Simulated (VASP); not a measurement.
## Ti6H: single point with PBE

Ti6H, a slab with vacuum:

```xyz
7
Lattice="2.9382 0.0000 0.0000 0.0000 4.6505 0.0000 0.0000 0.0000 21.2842" Properties=species:S:1:pos:R:3 pbc="T T T"
Ti    0.0000    3.4878    4.0000
Ti    1.4691    1.1626    4.8482
Ti    1.4691    3.4878    6.5445
Ti    0.0000    1.1626    7.3671
Ti    0.0000    3.4878    8.9834
Ti    1.4691    1.1626    9.7842
H     2.4485    3.4878   10.7525
```

| Item | Value |
| --- | --- |
| Program | VASP 6.6.1 |
| Task | single point |
| Functional | PBE |
| Potentials or basis | VASP PAW PBE potentials, release 64 (Ti_sv, H) |
| Cutoff | 520 eV |
| k mesh | 9 × 6 × 1 |
| Occupations | gaussian, width 0.1 eV |
| Spin | no spin polarisation |

```yaml
Largest_force: 0.580 eV/Å
Band_gap_on_the_k_mesh: zero (an odd number of electrons rules out a gap without spin polarisation)
```

Forces in eV/Å, atoms in the order of the input:
```
Ti  -0.011  0.000  0.340
Ti  -0.020  0.000  0.010
Ti  -0.007  0.000 -0.580
Ti  -0.115  0.000  0.113
Ti   0.460  0.000  0.041
Ti   0.219  0.000  0.061
H   -0.527  0.000  0.015
```

Levels at points of the mesh, in eV from the Fermi level:
```tsv
k point	band 33	band 34	band 35	band 36	band 37	band 38	band 39	band 40	band 41	band 42
(0.00, 0.00, 0.00)	-0.65	-0.55	-0.06	0.17	0.52	0.54	0.73	0.92	0.92	1.03
(0.00, 0.50, 0.00)	-0.66	-0.64	-0.07	-0.01	0.18	0.19	0.40	0.52	0.77	0.78
```

Run time: 5.1 min on 1 thread of Intel(R) Xeon(R) 6975P-C (Granite Rapids) (shared host), peak memory 0.45 GiB.
